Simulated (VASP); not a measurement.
# KTaO3 in VASP: notebook

The runs below take KTaO3 through single point, with r2SCAN.

Everything below comes from runs of VASP 6.6.1. Logs are shortened: lines on timing, memory, paths and dates and some standing lists are left out, and cuts for length are marked.

### 1 The cell of the first run

It takes space group Pm-3m (No. 221, cubic). Conventional cell: a = 3.789 Å, b = 3.789 Å, c = 3.789 Å, α = 90.00°, β = 90.00°, γ = 90.00°. Within 3.5 Å of K (site symmetry m-3m) lie 12 O at 2.68 Å and 8 Ta at 3.28 Å. Ta (site symmetry m-3m) has 6 O at 1.89 Å within 2.5 Å. O (site symmetry 4/mmm) has 2 Ta at 1.89 Å within 2.5 Å.

### 2 Single point, r2SCAN (strain -0.050 along x and y, -0.050 along z)

File POSCAR:

```
KTaO3
1.0
    3.7888850000      0.0000000000      0.0000000000
    0.0000000000      3.7888850000      0.0000000000
    0.0000000000      0.0000000000      3.7888850000
K Ta O
1 1 3
Direct
    0.5000000000      0.5000000000      0.5000000000
    0.0000000000      0.0000000000      0.0000000000
    0.5000000000      0.0000000000      0.0000000000
    0.0000000000      0.5000000000      0.0000000000
    0.0000000000      0.0000000000      0.5000000000
```

File INCAR.step1:

```
PREC = Accurate
ENCUT = 520
ISMEAR = 0
SIGMA = 0.05
LREAL = F
LASPH = T
NELM = 60
NBANDS = 27
GGA = PE
ALGO = Normal
EDIFF = 1E-4
LWAVE = T
LCHARG = F
```

File INCAR.step2:

```
PREC = Accurate
ENCUT = 520
EDIFF = 1E-6
ISMEAR = 0
SIGMA = 0.05
LREAL = F
LASPH = T
NELM = 60
ALGO = Normal
ISIF = 2
LWAVE = F
LCHARG = F
METAGGA = R2SCAN
LMIXTAU = T
NBANDS = 27
ISTART = 1
```

File KPOINTS:

```
Automatic mesh
0
Gamma
  6 6 6
```

Potentials or basis: VASP PAW PBE potentials, release 64 (K_sv, Ta_pv, O).

Run with:

```bash
cat potpaw_PBE.64/K_sv/POTCAR potpaw_PBE.64/Ta_pv/POTCAR potpaw_PBE.64/O/POTCAR > POTCAR
cp INCAR.step1 INCAR
mpirun -np 1 vasp_std > vasp.out
cp INCAR.step2 INCAR
mpirun -np 1 vasp_std > vasp.out
```

OUTCAR:

```text
PREC = Accurate
   ENCUT = 520
   EDIFF = 1E-6
   ISMEAR = 0
   LREAL = F
   LASPH = T
   NELM = 60
   ISIF = 2
   METAGGA = R2SCAN
   ISTART = 1

 ion  position               nearest neighbor table
   1  0.500  0.500  0.500-   3 2.68   4 2.68   5 2.68   3 2.68   4 2.68   3 2.68   5 2.68   3 2.68
                             4 2.68   5 2.68   4 2.68   5 2.68   2 3.28   2 3.28   2 3.28   2 3.28
   2  0.000  0.000  0.000-   3 1.89   4 1.89   5 1.89   5 1.89   4 1.89   3 1.89   1 3.28   1 3.28
                             1 3.28   1 3.28   1 3.28   1 3.28   1 3.28   1 3.28
   3  0.500  0.000  0.000-   2 1.89   2 1.89   1 2.68   1 2.68   1 2.68   1 2.68
   4  0.000  0.500  0.000-   2 1.89   2 1.89   1 2.68   1 2.68   1 2.68   1 2.68
   5  0.000  0.000  0.500-   2 1.89   2 1.89   1 2.68   1 2.68   1 2.68   1 2.68

  LATTYP: Found a simple cubic cell.
 ALAT       =     3.7888850000

  Lattice vectors:

 A1 = (   3.7888850000,   0.0000000000,   0.0000000000)
 A2 = (   0.0000000000,   3.7888850000,   0.0000000000)
 A3 = (   0.0000000000,   0.0000000000,   3.7888850000)

Analysis of symmetry for initial positions (statically):
=====================================================================
 Subroutine PRICEL returns:
 Original cell was already a primitive cell.

 Routine SETGRP: Setting up the symmetry group for a
 simple cubic supercell.

 Subroutine GETGRP returns: Found 48 space group operations
 (whereof 48 operations were pure point group operations)
 out of a pool of 48 trial point group operations.

The static configuration has the point symmetry O_h .

Analysis of symmetry for dynamics (positions and initial velocities):
=====================================================================
 Subroutine PRICEL returns:
 Original cell was already a primitive cell.

 Routine SETGRP: Setting up the symmetry group for a
 simple cubic supercell.

 Subroutine GETGRP returns: Found 48 space group operations
 (whereof 48 operations were pure point group operations)
 out of a pool of 48 trial point group operations.

The dynamic configuration has the point symmetry O_h .

 Subroutine INISYM returns: Found 48 space group operations
 (whereof 48 operations are pure point group operations),
 and found     1 'primitive' translations

----------------------------------------------------------------------------------------

                                     Primitive cell

  volume of cell :      54.3919

  direct lattice vectors                    reciprocal lattice vectors
     3.788885000  0.000000000  0.000000000     0.263929890  0.000000000  0.000000000
     0.000000000  3.788885000  0.000000000     0.000000000  0.263929890  0.000000000
     0.000000000  0.000000000  3.788885000     0.000000000  0.000000000  0.263929890

  length of vectors
     3.788885000  3.788885000  3.788885000     0.263929890  0.263929890  0.263929890

  position of ions in fractional coordinates (direct lattice)
     0.500000000  0.500000000  0.500000000
     0.000000000  0.000000000  0.000000000
     0.500000000  0.000000000  0.000000000
     0.000000000  0.500000000  0.000000000
     0.000000000  0.000000000  0.500000000

  ion indices of the primitive-cell ions
   primitive index   ion index
                 1           1
                 2           2
                 3           3
                 4           4
                 5           5

----------------------------------------------------------------------------------------

 KPOINTS: Automatic mesh

Automatic generation of k-mesh.
 Grid dimensions read from file:
 generate k-points for:    6    6    6

 Generating k-lattice:

  Cartesian coordinates                     Fractional coordinates (reciprocal lattice)
     0.043988315  0.000000000  0.000000000     0.166666667  0.000000000  0.000000000
     0.000000000  0.043988315  0.000000000     0.000000000  0.166666667  0.000000000
     0.000000000  0.000000000  0.043988315     0.000000000  0.000000000  0.166666667

  Length of vectors
     0.043988315  0.043988315  0.043988315

  Shift w.r.t. Gamma in fractional coordinates (k-lattice)
     0.000000000  0.000000000  0.000000000

 Subroutine IBZKPT returns following result:
 ===========================================

 Found     20 irreducible k-points:

 Following reciprocal coordinates:
            Coordinates               Weight
  0.000000  0.000000  0.000000      1.000000
  0.166667  0.000000  0.000000      6.000000
  0.333333  0.000000  0.000000      6.000000
  0.500000  0.000000  0.000000      3.000000
  0.166667  0.166667  0.000000     12.000000
  0.333333  0.166667  0.000000     24.000000
[... 12 lines left out ...]
  0.500000  0.500000  0.333333      6.000000
  0.500000  0.500000  0.500000      1.000000
   k-points           NKPTS =     20   k-points in BZ     NKDIM =     20   number of bands    NBANDS=     27
   number of dos      NEDOS =    301   number of ions     NIONS =      5
   total plane-waves  NPLWV =  21952
   dimension x,y,z NGX =    28 NGY =   28 NGZ =   28
   dimension x,y,z NGXF=    56 NGYF=   56 NGZF=   56
   ions per type =               1   1   3
   NGX,Y,Z   is equivalent  to a cutoff of  12.29, 12.29, 12.29 a.u.
   NGXF,Y,Z  is equivalent  to a cutoff of  24.57, 24.57, 24.57 a.u.
 SYSTEM =  unknown system
   PREC   = accura    normal or accurate (medium, high low for compatibility)
   ISTART =      1    job   : 0-new  1-cont  2-samecut
   ICHARG =      0    charge: 1-file 2-atom 10-const
   ISPIN  =      1    spin polarized calculation?
   LNONCOLLINEAR =      F non collinear calculations
   LSORBIT =      F    spin-orbit coupling
   LASPH  =      T    aspherical Exc in radial PAW
   ENCUT  =  520.0 eV  38.22 Ry    6.18 a.u.   7.04  7.04  7.04*2*pi/ulx,y,z
   NELM   =     60;   NELMIN=  2; NELMDL=  0     # of ELM steps
   EDIFF  = 0.1E-05   stopping-criterion for ELM
   LREAL  =      F    real-space projection
   EDIFFG = 0.1E-04   stopping-criterion for IOM
   NSW    =      0    number of steps for IOM
   IBRION =     -1    ionic relax: 0-MD 1-quasi-New 2-CG
   NFREE  =      0    steps in history (QN), initial steepest desc. (CG)
   ISIF   =      2    stress and relaxation
   ISYM   =      2    0-nonsym 1-usesym 2-fastsym
   POTIM  = 0.5000    time-step for ionic-motion
   TEBEG  =    0.0;   TEEND  =   0.0 temperature during run
   PSTRESS=    0.0 pullay stress
   NELECT =      38.0000    total number of electrons
   NUPDOWN=      -1.0000    fix difference up-down
   EMIN   =  10.00;   EMAX   =-10.00  energy-range for DOS
   EFERMI =   0.00;   METHOD = LEGACY
   ISMEAR =     0;   SIGMA  =   0.05  broadening in eV -4-tet -1-fermi 0-gaus
   EFERMI_NEDOS =   21; number of points for ismear=-14 and -15
   IALGO  =     38    algorithm
   IMIX   =      4    mixing-type and parameters
     AMIX     =   0.40;   BMIX     =  1.00
     AMIX_MAG =   1.60;   BMIX_MAG =  1.00
  volume/ion in A,a.u.               =      10.88        73.41
  Fermi-wavevector in a.u.,A,eV,Ry     =   1.452640  2.745091 28.710502  2.110162
  Thomas-Fermi vector in A             =   2.569998
   LORBIT       =      0    0 simple, 1 ext, 2 COOP (PROOUT), +10 PAW based schemes
   METAGGA = R2SCAN    functional components
   LHFCALC =     F    Hartree Fock is set to
   AEXX    =    0.0000 exact exchange contribution
   IVDW    =     0    specifies the selected vdW correction
   LEPSILON=     F    determine dielectric tensor
   LRPA    =     F    only Hartree local field effects (RPA)
 non-spin polarized calculation
 Gauss-broadening in eV      SIGMA  =   0.05
  energy-cutoff  :      520.00
  volume of cell :       54.39
 maximum number of plane-waves:      1492
   NGX = 15   NGY = 15   NGZ = 15

 number of electron      37.9999983 magnetization

 Free energy of the ion-electron system (eV)
  ---------------------------------------------------
  ext. energy  EPLUGINS =         0.00000000
  ---------------------------------------------------
  free energy    TOTEN  =       -85.93641097 eV

  energy without entropy =      -85.93641097  energy(sigma->0) =      -85.93641097

 E-fermi :   2.8392     XC(G=0): -12.4506

 val. band max:        2.5486739288   @ k =   0.5000   0.5000   0.5000
 cond. band min:       5.5026906676   @ k =   0.0000   0.0000   0.0000
 fundamental gap:      2.9540167388
 Fermi energy:         2.8392459425

 k-point     1 :       0.0000    0.0000    0.0000
  band No.  band energies     occupation
      1     -32.0075      2.00000
      2     -32.0075      2.00000
      3     -32.0075      2.00000
      4     -25.8320      2.00000
      5     -16.5646      2.00000
      6     -15.9176      2.00000
[... 19 lines left out ...]
     26      11.6200      0.00000
     27      11.6200      0.00000

 k-point     2 :       0.1667    0.0000    0.0000
  band No.  band energies     occupation
      1     -32.0622      2.00000
      2     -32.0055      2.00000
      3     -32.0055      2.00000
      4     -25.8148      2.00000
      5     -16.5043      2.00000
      6     -15.9092      2.00000
[... 19 lines left out ...]
     26      11.8857      0.00000
     27      12.9457      0.00000

 k-point     3 :       0.3333    0.0000    0.0000
  band No.  band energies     occupation
      1     -32.1686      2.00000
      2     -32.0014      2.00000
      3     -32.0014      2.00000
      4     -25.7810      2.00000
      5     -16.5365      2.00000
      6     -15.8922      2.00000
[... 19 lines left out ...]
     26      13.1751      0.00000
     27      14.2106      0.00000

 k-point     4 :       0.5000    0.0000    0.0000
  band No.  band energies     occupation
      1     -32.2205      2.00000
      2     -31.9994      2.00000
      3     -31.9994      2.00000
      4     -25.7643      2.00000
      5     -16.5749      2.00000
      6     -15.8837      2.00000
[... 19 lines left out ...]
     26      13.9692      0.00000
     27      13.9933      0.00000

 k-point     5 :       0.1667    0.1667    0.0000
  band No.  band energies     occupation
      1     -32.0610      2.00000
      2     -32.0587      2.00000
      3     -32.0035      2.00000
      4     -25.8006      2.00000
      5     -16.3894      2.00000
      6     -15.7182      2.00000
[... 19 lines left out ...]
     26      12.5801      0.00000
     27      13.5916      0.00000

 k-point     6 :       0.3333    0.1667    0.0000
  band No.  band energies     occupation
      1     -32.1658      2.00000
      2     -32.0552      2.00000
      3     -31.9994      2.00000
      4     -25.7725      2.00000
      5     -16.3629      2.00000
      6     -15.6659      2.00000
[... 324 lines left out ...]
      1     -32.1543      2.00000
      2     -32.1521      2.00000
      3     -32.1521      2.00000
      4     -25.7332      2.00000
      5     -15.0700      2.00000
      6     -14.7769      2.00000
[... 19 lines left out ...]
     26      15.0721      0.00000
     27      15.0721      0.00000

 k-point    18 :       0.5000    0.3333    0.3333
  band No.  band energies     occupation
      1     -32.2035      2.00000
      2     -32.1510      2.00000
      3     -32.1498      2.00000
      4     -25.7257      2.00000
      5     -14.9682      2.00000
      6     -14.7517      2.00000
[... 19 lines left out ...]
     26      15.0282      0.00000
     27      15.7317      0.00000

 k-point    19 :       0.5000    0.5000    0.3333
  band No.  band energies     occupation
      1     -32.2010      2.00000
      2     -32.2010      2.00000
      3     -32.1481      2.00000
      4     -25.7186      2.00000
      5     -14.8301      2.00000
      6     -14.3255      2.00000
[... 19 lines left out ...]
     26      15.3045      0.00000
     27      15.9523      0.00000

 k-point    20 :       0.5000    0.5000    0.5000
  band No.  band energies     occupation
      1     -32.1986      2.00000
      2     -32.1986      2.00000
      3     -32.1986      2.00000
      4     -25.7109      2.00000
      5     -14.2902      2.00000
      6     -14.2902      2.00000
[... 19 lines left out ...]
     26      14.9149      0.00000
     27      15.4670      0.00000

------------------------ aborting loop because EDIFF is reached ----------------------------------------

  FORCE on cell =-STRESS in cart. coord.  units (eV):
  Direction    XX          YY          ZZ          XY          YZ          ZX
  --------------------------------------------------------------------------------------
  -------------------------------------------------------------------------------------
  Total       16.1822541     16.1822541     16.1822541      0.0000000     -0.0000000      0.0000000
  in kB      476.6672644    476.6672644    476.6672644      0.0000000     -0.0000000      0.0000000
  external PRESSURE =     476.6672644 kB  Pullay stress =       0.0000000 kB

 VOLUME and BASIS-vectors are now :
 -----------------------------------------------------------------------------
  energy-cutoff  :      520.00
  volume of cell :       54.39
      direct lattice vectors                 reciprocal lattice vectors
     3.788885000  0.000000000  0.000000000     0.263929890  0.000000000  0.000000000
     0.000000000  3.788885000  0.000000000     0.000000000  0.263929890  0.000000000
     0.000000000  0.000000000  3.788885000     0.000000000  0.000000000  0.263929890

 POSITION                                       TOTAL-FORCE (eV/Angst)
 -----------------------------------------------------------------------------------
      1.89444      1.89444      1.89444         0.000000      0.000000      0.000000
      0.00000      0.00000      0.00000         0.000000      0.000000      0.000000
      1.89444      0.00000      0.00000         0.000000      0.000000      0.000000
      0.00000      1.89444      0.00000         0.000000      0.000000      0.000000
      0.00000      0.00000      1.89444         0.000000      0.000000      0.000000
 -----------------------------------------------------------------------------------
    total drift:                                0.000000      0.000000     -0.000000

  FREE ENERGIE OF THE ION-ELECTRON SYSTEM (eV)
  ---------------------------------------------------
  free  energy   TOTEN  =       -85.9364109671 eV

  energy  without entropy=      -85.9364109671  energy(sigma->0) =      -85.93641097
```

Run time: 47 s. Hardware: 1 thread of Intel Xeon 6975P-C (Granite Rapids), shared host; peak memory 0.18 GiB.

Results:

| Item | Value |
| --- | --- |
| Free energy | -85.9364 eV |
| Pressure | 47.7 GPa |
| Band gap on the k mesh | 2.95 eV (least direct gap 3.47 eV) |

Levels at points of the mesh, in eV from the valence-band top:
```
           k point  band 17  band 18  band 19  band 20  band 21  band 22
(0.00, 0.00, 0.00)    -0.51    -0.51    -0.51     2.95     2.95     2.95
(0.50, 0.00, 0.00)    -1.98    -0.77    -0.77     3.19     6.58     6.58
(0.50, 0.50, 0.00)    -1.64    -1.31    -0.06     6.64     6.64     8.20
(0.50, 0.50, 0.50)     0.00     0.00     0.00     8.49     8.49     8.49
```

Caveat: the cell differs from its parent crystal (strain -0.050 along x and y, -0.050 along z); the cell stands under pressure; the PAW data sets were made with another functional, which shifts forces and pressure a little; spin-orbit coupling is left out, which moves the levels of the heavy elements.

### 3 Single point, r2SCAN (strain -0.025 along x and y, -0.025 along z)

Edit POSCAR of step 2 so:

```diff
@@ -2,5 +2,5 @@
 1.0
-    3.7888850000      0.0000000000      0.0000000000
-    0.0000000000      3.7888850000      0.0000000000
-    0.0000000000      0.0000000000      3.7888850000
+    3.8885925000      0.0000000000      0.0000000000
+    0.0000000000      3.8885925000      0.0000000000
+    0.0000000000      0.0000000000      3.8885925000
 K Ta O
```

File INCAR.step1:

```
SYSTEM = KTaO3
ALGO = Normal ; EDIFF = 1E-4
ENCUT = 520 ; GGA = PE
ISMEAR = 0 ; LASPH = .True.
LCHARG = .False. ; LREAL = .False.
LWAVE = .True. ; NBANDS = 27
NELM = 60 ; PREC = Accurate
SIGMA = 0.05
```

File INCAR.step2:

```
SYSTEM = KTaO3
ALGO = Normal ; EDIFF = 1E-7
ENCUT = 520 ; ISIF = 2
ISMEAR = 0 ; ISTART = 1
LASPH = .True. ; LCHARG = .False.
LMIXTAU = .True. ; LREAL = .False.
LWAVE = .False. ; METAGGA = R2SCAN
NBANDS = 27 ; NELM = 60
PREC = Accurate ; SIGMA = 0.05
```

File KPOINTS:

```
k-points
0
Gamma
  6 6 6
  0 0 0
```

Potentials or basis: VASP PAW PBE potentials, release 64 (K_sv, Ta_pv, O).

Run with:

```bash
cat potpaw_PBE.64/K_sv/POTCAR potpaw_PBE.64/Ta_pv/POTCAR potpaw_PBE.64/O/POTCAR > POTCAR
cp INCAR.step1 INCAR
mpirun -np 1 vasp_std > vasp.out
cp INCAR.step2 INCAR
mpirun -np 1 vasp_std > vasp.out
```

Wall time 75 s (1 thread of Intel Xeon 6975P-C (Granite Rapids), shared host); peak memory 0.19 GiB.

It converged, with:

```
Free energy            : -86.8584 eV
Pressure               : 20.6 GPa
Band gap on the k mesh : 2.78 eV (least direct gap 3.39 eV)
```

Levels at points of the mesh, in eV from the valence-band top:
| k point | band 16 | band 17 | band 18 | band 19 | band 20 | band 21 | band 22 | band 23 |
| --- | --- | --- | --- | --- | --- | --- | --- | --- |
| (0.00, 0.00, 0.00) | -1.22 | -0.61 | -0.61 | -0.61 | 2.78 | 2.78 | 2.78 | 8.02 |
| (0.50, 0.00, 0.00) | -2.31 | -1.75 | -0.86 | -0.86 | 2.98 | 5.99 | 5.99 | 8.05 |
| (0.50, 0.50, 0.00) | -1.56 | -1.56 | -1.56 | -0.05 | 6.04 | 6.04 | 7.48 | 9.18 |
| (0.50, 0.50, 0.50) | -4.21 | 0.00 | 0.00 | 0.00 | 7.67 | 7.67 | 7.67 | 9.89 |

Caveat: the cell differs from its parent crystal (strain -0.025 along x and y, -0.025 along z); the cell stands under pressure; the PAW data sets were made with another functional, which shifts forces and pressure a little; spin-orbit coupling is left out, which moves the levels of the heavy elements.

[end of part 1 of 2]
